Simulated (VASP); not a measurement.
Set up this calculation in VASP 6.6.1, as the native input.

| Quantity | Value |
| --- | --- |
| Task | single point |
| Functional | PBE |
| Dispersion | D3(BJ) |
| Potentials or basis | VASP PAW PBE potentials, release 64 (Sn_d, O) |
| Cutoff | 520 eV |
| k mesh | 8 × 6 × 6 |
| Occupations | gaussian, width 0.05 eV |
| Spin | no spin polarisation |
| Dipole correction | no |
| Further INCAR settings | ALGO = Normal; EDIFF = 1e-06; NBANDS = 35 |

The structure of SnO2 lies in POSCAR:

```
SnO2
1.0
    1.6186264610     -2.8035432689      0.0000000000
    1.6186264610      0.9345144230      4.2918257460
   -4.8558793830     -2.8035432689      0.0000000000
Sn O
2 4
Direct
    0.5168043713      0.4180356397     -0.0250859565
   -0.0168043713      0.5819643603      0.5250859565
    0.4920300375      0.7612893544      0.7856800509
    1.0079699625      0.7003107614      0.2015199877
    0.4920300375      0.2996892386      0.2984800123
    1.0079699625      0.2387106456      0.7143199491
```

This cell differs from its parent crystal: mode 4 frozen in at -0.352 Å and mode 5 at -0.054 Å (largest displacements).

These files were run (other wordings do the same):

INCAR

```
  PREC = Accurate
  ENCUT = 520
  EDIFF = 1E-6
  ISMEAR = 0
  SIGMA = 0.05
  LREAL = False
  LASPH = True
  NELM = 80
  ALGO = Normal
  ISIF = 2
  LWAVE = False
  LCHARG = True
  GGA = PE
  IVDW = 12
  LELF = True
  LVHAR = True
  NBANDS = 35
```

KPOINTS

```
regular mesh
0
Gamma
  8 6 6
```

Potentials or basis: VASP PAW PBE potentials, release 64 (Sn_d, O).

Command:

```bash
$ cat potpaw_PBE.64/Sn_d/POTCAR potpaw_PBE.64/O/POTCAR > POTCAR
$ mpirun -np 1 vasp_std > vasp.out
```

Results of the run:

* Pressure: -4.2 GPa
* Largest force: 1.007 eV/Å
* Band gap on the k mesh: 0.80 eV, indirect (least direct gap 0.92 eV)
* Dispersion energy per atom: -0.201 eV

Caveat: the cell differs from its parent crystal (mode 4 frozen in at -0.352 Å and mode 5 at -0.054 Å (largest displacements)); spin-orbit coupling is left out, which moves the levels of the heavy elements; forces of over 1 eV/Å act on the atoms, so gaps and moduli don't describe the material at rest.

Wall time 8.9 min on 1 thread of Oxide Virtual Turin-like Processor, on a shared host, peak memory 0.38 GiB.
